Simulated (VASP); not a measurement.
Here is a VASP 6.6.1 calculation.

The input INCAR:

```
PREC = Accurate ; ENCUT = 520
EDIFF = 1E-7 ; ISMEAR = 0
SIGMA = 0.01 ; LREAL = F
LASPH = T ; NELM = 60
ALGO = Normal ; ISIF = 2
LWAVE = F ; LCHARG = F
GGA = PE ; NBANDS = 16
```

KPOINTS

```
Automatic mesh
0
Gamma
  6 6 4
```

The input POSCAR:

```
BN
1.0
    2.6457079995      0.0000000000      0.0000000000
   -1.3228539998      2.2912503386      0.0000000000
    0.0000000000      0.0000000000      4.3761279552
B N
2 2
Direct
    0.3333333333      0.6666666667     -0.0003370436
    0.6666666667      0.3333333333      0.4996629564
    0.3333333333      0.6666666667      0.3753370436
    0.6666666667      0.3333333333      0.8753370436
```

Potentials or basis: VASP PAW PBE potentials, release 64 (B, N).

Command:

```bash
$ cat potpaw_PBE.64/B/POTCAR potpaw_PBE.64/N/POTCAR > POTCAR
$ mpirun -np 1 vasp_std > vasp.out
```

**Question.** Estimate the largest force.

**Answer.** 0.005 eV/Å.

**Question.** What does it give for the band gap on the k mesh?

**Answer.** 5.40 eV, indirect (least direct gap 7.72 eV).

**Question.** What does it give for the pressure?

**Answer.** -32.2 GPa.

Forces in eV/Å, atoms in the order of the input:
```
B    0.000  0.000  0.005
B    0.000  0.000  0.005
N    0.000  0.000 -0.005
N    0.000  0.000 -0.005
```

Caveat: the k points lie up to 0.46 Å⁻¹ apart; the cell differs from its parent crystal (strain +4.0%). A k mesh can miss the band edges.
